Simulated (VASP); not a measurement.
# TiB2 (P6/mmm) in VASP: a series of runs

TiB2 is run at these levels: PBEsol; tasks: single point, relaxation of cell and atoms.

Everything below comes from runs of VASP 6.6.1. Logs are shortened: lines on timing, memory, paths and dates and some standing lists are left out, and cuts for length are marked.

## Step 1: The cell of the first run

It takes space group P6/mmm (No. 191, hexagonal). The conventional cell has a = 3.018 Å, b = 3.018 Å, c = 3.185 Å, α = 90.00°, β = 90.00°, γ = 120.00°. Within 3.1 Å of Ti (site symmetry 6/mmm) lie 12 B at 2.36 Å and 6 Ti at 3.02 Å. Within 2.3 Å of B (site symmetry -6m2) lie 3 B at 1.74 Å.

## Step 2: Single point, PBEsol

INCAR

```
SYSTEM = TiB2
ALGO = Normal
EDIFF = 1E-7
ENCUT = 520
GGA = PS
ISIF = 2
ISMEAR = 0
LASPH = .TRUE.
LCHARG = .FALSE.
LREAL = .FALSE.
LWAVE = .FALSE.
NBANDS = 16
NELM = 100
PREC = Accurate
SIGMA = 0.1
```

KPOINTS

```
k-points
0
G
  15 15 14
  0 0 0
```

POSCAR

```
TiB2
1.0
    3.0175895913      0.0000000000      0.0000000000
   -1.5087947957      2.6133092443      0.0000000000
    0.0000000000      0.0000000000      3.1847627081
Ti B
1 2
Direct
    0.0000000000      0.0000000000      0.0000000000
    0.3333333333      0.6666666667      0.5000000000
    0.6666666667      0.3333333333      0.5000000000
```

Potentials or basis: VASP PAW PBE potentials, release 64 (Ti_sv, B).

Run with:

```console
$ cat potpaw_PBE.64/Ti_sv/POTCAR potpaw_PBE.64/B/POTCAR > POTCAR
$ mpirun -np 1 vasp_std > vasp.out
```

OUTCAR:

```text
SYSTEM = TiB2
   EDIFF = 1E-7
   ENCUT = 520
   GGA = PS
   ISIF = 2
   ISMEAR = 0
   LASPH = .TRUE.
   LREAL = .FALSE.
   NELM = 100
   PREC = Accurate

 ion  position               nearest neighbor table
   1  0.000  0.000  0.000-   2 2.36   3 2.36   2 2.36   3 2.36   3 2.36   3 2.36   2 2.36   2 2.36
                             3 2.36   3 2.36   2 2.36   2 2.36
   2  0.333  0.667  0.500-   3 1.74   3 1.74   3 1.74   1 2.36   1 2.36   1 2.36   1 2.36   1 2.36
                             1 2.36
   3  0.667  0.333  0.500-   2 1.74   2 1.74   2 1.74   1 2.36   1 2.36   1 2.36   1 2.36   1 2.36
                             1 2.36

  LATTYP: Found a hexagonal cell.
 ALAT       =     3.0175895913
 C/A-ratio  =     1.0553995538

  Lattice vectors:

 A1 = (   3.0175895913,   0.0000000000,   0.0000000000)
 A2 = (  -1.5087947957,   2.6133092443,   0.0000000000)
 A3 = (   0.0000000000,   0.0000000000,   3.1847627081)

Analysis of symmetry for initial positions (statically):
=====================================================================
 Subroutine PRICEL returns:
 Original cell was already a primitive cell.

 Routine SETGRP: Setting up the symmetry group for a
 hexagonal supercell.

 Subroutine GETGRP returns: Found 24 space group operations
 (whereof 24 operations were pure point group operations)
 out of a pool of 24 trial point group operations.

The static configuration has the point symmetry D_6h.

Analysis of symmetry for dynamics (positions and initial velocities):
=====================================================================
 Subroutine PRICEL returns:
 Original cell was already a primitive cell.

 Routine SETGRP: Setting up the symmetry group for a
 hexagonal supercell.

 Subroutine GETGRP returns: Found 24 space group operations
 (whereof 24 operations were pure point group operations)
 out of a pool of 24 trial point group operations.

The dynamic configuration has the point symmetry D_6h.

 Subroutine INISYM returns: Found 24 space group operations
 (whereof 24 operations are pure point group operations),
 and found     1 'primitive' translations

----------------------------------------------------------------------------------------

                                     Primitive cell

  volume of cell :      25.1147

  direct lattice vectors                    reciprocal lattice vectors
     3.017589591  0.000000000  0.000000000     0.331390327  0.191328294  0.000000000
    -1.508794796  2.613309244  0.000000000     0.000000000  0.382656588  0.000000000
     0.000000000  0.000000000  3.184762708     0.000000000  0.000000000  0.313995136

  length of vectors
     3.017589591  3.017589591  3.184762708     0.382656588  0.382656588  0.313995136

  position of ions in fractional coordinates (direct lattice)
     0.000000000  0.000000000  0.000000000
     0.333333333  0.666666667  0.500000000
     0.666666667  0.333333333  0.500000000

  ion indices of the primitive-cell ions
   primitive index   ion index
                 1           1
                 2           2
                 3           3

----------------------------------------------------------------------------------------

 KPOINTS: k-points

Automatic generation of k-mesh.
 Grid dimensions read from file:
 generate k-points for:   15   15   14

 Generating k-lattice:

  Cartesian coordinates                     Fractional coordinates (reciprocal lattice)
     0.022092688  0.012755220  0.000000000     0.066666667 -0.000000000  0.000000000
     0.000000000  0.025510439  0.000000000     0.000000000  0.066666667  0.000000000
     0.000000000  0.000000000  0.022428224     0.000000000  0.000000000  0.071428571

  Length of vectors
     0.025510439  0.025510439  0.022428224

  Shift w.r.t. Gamma in fractional coordinates (k-lattice)
     0.000000000  0.000000000  0.000000000

 Subroutine IBZKPT returns following result:
 ===========================================

 Found    216 irreducible k-points:

 Following reciprocal coordinates:
            Coordinates               Weight
  0.000000  0.000000  0.000000      1.000000
  0.066667 -0.000000  0.000000      6.000000
  0.133333  0.000000  0.000000      6.000000
  0.200000  0.000000  0.000000      6.000000
  0.266667  0.000000  0.000000      6.000000
  0.333333  0.000000  0.000000      6.000000
[... 16 lines left out ...]
  0.333333  0.200000  0.000000     12.000000
  0.400000  0.200000  0.000000      6.000000
 [... further k-points ...]
   k-points           NKPTS =    216   k-points in BZ     NKDIM =    216   number of bands    NBANDS=     16
   number of dos      NEDOS =    301   number of ions     NIONS =      3
   total plane-waves  NPLWV =  13824
   dimension x,y,z NGX =    24 NGY =   24 NGZ =   24
   dimension x,y,z NGXF=    48 NGYF=   48 NGZF=   48
   ions per type =               1   2
   NGX,Y,Z   is equivalent  to a cutoff of  13.22, 13.22, 12.53 a.u.
   NGXF,Y,Z  is equivalent  to a cutoff of  26.44, 26.44, 25.06 a.u.
 SYSTEM =  TiB2
   PREC   = accura    normal or accurate (medium, high low for compatibility)
   ISTART =      0    job   : 0-new  1-cont  2-samecut
   ICHARG =      2    charge: 1-file 2-atom 10-const
   ISPIN  =      1    spin polarized calculation?
   LNONCOLLINEAR =      F non collinear calculations
   LSORBIT =      F    spin-orbit coupling
   LASPH  =      T    aspherical Exc in radial PAW
   ENCUT  =  520.0 eV  38.22 Ry    6.18 a.u.   5.61  5.61  5.92*2*pi/ulx,y,z
   NELM   =    100;   NELMIN=  2; NELMDL= -5     # of ELM steps
   EDIFF  = 0.1E-06   stopping-criterion for ELM
   LREAL  =      F    real-space projection
   EDIFFG = 0.1E-05   stopping-criterion for IOM
   NSW    =      0    number of steps for IOM
   IBRION =     -1    ionic relax: 0-MD 1-quasi-New 2-CG
   NFREE  =      0    steps in history (QN), initial steepest desc. (CG)
   ISIF   =      2    stress and relaxation
   ISYM   =      2    0-nonsym 1-usesym 2-fastsym
   POTIM  = 0.5000    time-step for ionic-motion
   TEBEG  =    0.0;   TEEND  =   0.0 temperature during run
   PSTRESS=    0.0 pullay stress
   NELECT =      18.0000    total number of electrons
   NUPDOWN=      -1.0000    fix difference up-down
   EMIN   =  10.00;   EMAX   =-10.00  energy-range for DOS
   EFERMI =   0.00;   METHOD = LEGACY
   ISMEAR =     0;   SIGMA  =   0.10  broadening in eV -4-tet -1-fermi 0-gaus
   EFERMI_NEDOS =   21; number of points for ismear=-14 and -15
   IALGO  =     38    algorithm
   IMIX   =      4    mixing-type and parameters
     AMIX     =   0.40;   BMIX     =  1.00
     AMIX_MAG =   1.60;   BMIX_MAG =  1.00
  volume/ion in A,a.u.               =       8.37        56.49
  Fermi-wavevector in a.u.,A,eV,Ry     =   1.465063  2.768568 29.203677  2.146410
  Thomas-Fermi vector in A             =   2.580965
   LORBIT       =      0    0 simple, 1 ext, 2 COOP (PROOUT), +10 PAW based schemes
   GGA     = PS    functional components
   LHFCALC =     F    Hartree Fock is set to
   AEXX    =    0.0000 exact exchange contribution
   IVDW    =     0    specifies the selected vdW correction
   LEPSILON=     F    determine dielectric tensor
   LRPA    =     F    only Hartree local field effects (RPA)
 non-spin polarized calculation
 Gauss-broadening in eV      SIGMA  =   0.10
  energy-cutoff  :      520.00
  volume of cell :       25.11
 maximum number of plane-waves:       696
 NGX is ok and might be reduce to    24
   NGX = 11   NGY = 11   NGZ = 11

 number of electron      17.9999998 magnetization

 Free energy of the ion-electron system (eV)
  ---------------------------------------------------
  ext. energy  EPLUGINS =         0.00000000
  ---------------------------------------------------
  free energy    TOTEN  =       -25.79307157 eV

  energy without entropy =      -25.79123043  energy(sigma->0) =      -25.79215100

 E-fermi :  10.1609     XC(G=0): -12.9771

 val. band max:       10.1598933096   @ k =   0.2000   0.2000   0.1429
 cond. band min:      10.1714790970   @ k =   0.0000   0.0000   0.3571
 fundamental gap:      0.0115857874
 Fermi energy:        10.1609310893

 k-point     1 :       0.0000    0.0000    0.0000
  band No.  band energies     occupation
      1     -46.4920      2.00000
      2     -22.9509      2.00000
      3     -22.6291      2.00000
      4     -22.6291      2.00000
      5      -3.4312      2.00000
      6       7.4379      2.00000
[... 8 lines left out ...]
     15      15.9238      0.00000
     16      17.1441      0.00000

 k-point     2 :       0.0667   -0.0000    0.0000
  band No.  band energies     occupation
      1     -46.4895      2.00000
      2     -22.9477      2.00000
      3     -22.6486      2.00000
      4     -22.6335      2.00000
      5      -3.3443      2.00000
      6       7.1910      2.00000
[... 8 lines left out ...]
     15      16.4998      0.00000
     16      17.4147      0.00000

 k-point     3 :       0.1333    0.0000    0.0000
  band No.  band energies     occupation
      1     -46.4823      2.00000
      2     -22.9386      2.00000
      3     -22.7031      2.00000
      4     -22.6459      2.00000
      5      -3.0870      2.00000
      6       6.5228      2.00000
[... 8 lines left out ...]
     15      17.7110      0.00000
     16      18.2325      0.00000

 k-point     4 :       0.2000    0.0000    0.0000
  band No.  band energies     occupation
      1     -46.4716      2.00000
      2     -22.9252      2.00000
      3     -22.7827      2.00000
      4     -22.6641      2.00000
      5      -2.6689      2.00000
      6       5.5940      2.00000
[... 8 lines left out ...]
     15      18.1444      0.00000
     16      19.2020      0.00000
[... 324 lines left out ...]
 k-point    22 :       0.2667    0.2000    0.0000
  band No.  band energies     occupation
      1     -46.4361      2.00000
      2     -22.9787      2.00000
      3     -22.8806      2.00000
      4     -22.7878      2.00000
      5      -0.5130      2.00000
      6       3.1285      2.00000
[... 8 lines left out ...]
     15      18.9730      0.00000
     16      20.2143      0.00000

 k-point    23 :       0.3333    0.2000    0.0000
  band No.  band energies     occupation
      1     -46.4302      2.00000
      2     -23.0036      2.00000
      3     -22.8733      2.00000
      4     -22.8153      2.00000
      5       0.3281      2.00000
      6       2.2076      2.00000
[... 8 lines left out ...]
     15      19.0680      0.00000
     16      20.2842      0.00000

 k-point    24 :       0.4000    0.2000    0.0000
  band No.  band energies     occupation
      1     -46.4281      2.00000
      2     -23.0119      2.00000
      3     -22.8706      2.00000
      4     -22.8254      2.00000
      5       1.2289      2.00000
      6       1.2679      2.00000
[... 8 lines left out ...]
     15      19.1240      0.00000
     16      20.3037      0.00000

 [... further k-points ...]
[... 5 lines left out ...]
  --------------------------------------------------------------------------------------
  -------------------------------------------------------------------------------------
  Total        0.0590853      0.0590853      0.0384780     -0.0000000     -0.0000000      0.0000000
  in kB        3.7693132      3.7693132      2.4546839     -0.0000000     -0.0000000      0.0000000
  external PRESSURE =       3.3311034 kB  Pullay stress =       0.0000000 kB

 VOLUME and BASIS-vectors are now :
 -----------------------------------------------------------------------------
  energy-cutoff  :      520.00
  volume of cell :       25.11
      direct lattice vectors                 reciprocal lattice vectors
     3.017589591  0.000000000  0.000000000     0.331390327  0.191328294  0.000000000
    -1.508794796  2.613309244  0.000000000     0.000000000  0.382656588  0.000000000
     0.000000000  0.000000000  3.184762708     0.000000000  0.000000000  0.313995136

 POSITION                                       TOTAL-FORCE (eV/Angst)
 -----------------------------------------------------------------------------------
      0.00000      0.00000      0.00000        -0.000000      0.000000      0.000000
     -0.00000      1.74221      1.59238        -0.000000     -0.000000     -0.000000
      1.50879      0.87110      1.59238         0.000000      0.000000      0.000000
 -----------------------------------------------------------------------------------
    total drift:                               -0.000000      0.000000      0.000000

  FREE ENERGIE OF THE ION-ELECTRON SYSTEM (eV)
  ---------------------------------------------------
  free  energy   TOTEN  =       -25.7930715669 eV

  energy  without entropy=      -25.7912304301  energy(sigma->0) =      -25.79215100
```

Run time: 32 s. Hardware: 1 thread of Intel Xeon Platinum 8488C (Sapphire Rapids), shared host; peak memory 0.2 GiB.

Results:

```yaml
Free_energy: -25.7931 eV
Pressure: 0.3 GPa
Band_gap_on_the_k_mesh: zero (band 9 reaches 10.51 eV, above the bottom of band 10 at 9.89 eV)
```

Levels at points of the mesh, in eV from the Fermi level:
```csv
k point,band 6,band 7,band 8,band 9,band 10,band 11,band 12,band 13
"(0.00, 0.00, 0.00)",-2.72,-2.72,-2.22,-2.19,1.94,1.94,3.83,3.83
"(0.00, 0.00, 0.50)",-7.71,-0.58,-0.58,-0.27,-0.27,0.42,0.42,1.79
```

Caveat: the PAW data sets were made with another functional, which shifts forces and pressure a little.

[end of part 1 of 2]
